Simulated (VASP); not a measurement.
MnPt2, 3 atoms in the cell. Symmetry: P-3m1, No. 164, trigonal system. Conventional cell: a = 2.858 Å, b = 2.858 Å, c = 6.533 Å, α = 90.00°, β = 90.00°, γ = 120.00°. Within 3.5 Å of Pt (site symmetry 3m) lie 3 Mn at 2.64 Å and 9 Pt at 2.86 to 2.91 Å. Within 3.5 Å of Mn (site symmetry -3m) lie 6 Pt at 2.64 Å and 6 Mn at 2.86 Å. 

```yaml
Program: VASP 6.6.1
Task: single point
Functional: PBE
Potentials_or_basis: VASP PAW PBE potentials, release 64 (Pt, Mn_pv)
Cutoff: 520 eV
k_mesh: 9 × 9 × 4
Occupations: fermi-dirac, width 0.05 eV
Spin: collinear spin, ferromagnetic start
Starting_moments: "[0.0, 0.0, 6.0] μB"
Fixed_moment: 6 μB
Dipole_correction: no
Further_INCAR_settings: ALGO = Normal; EDIFF = 1e-06; NBANDS = 28
```

Potentials or basis: VASP PAW PBE potentials, release 64 (Pt, Mn_pv).

Command:

```sh
$ cat potpaw_PBE.64/Pt/POTCAR potpaw_PBE.64/Mn_pv/POTCAR > POTCAR
$ mpirun -np 1 vasp_std > vasp.out
```

Hardware: 1 thread of Intel(R) Xeon(R) 6975P-C (Granite Rapids), on a shared host.

Problem. How long does it take, and how much memory?

Solution. It took 44 s on 1 thread of Intel(R) Xeon(R) 6975P-C (Granite Rapids), on a shared host, peak memory 0.24 GiB. Counts: scf iterations 15, k points 43.
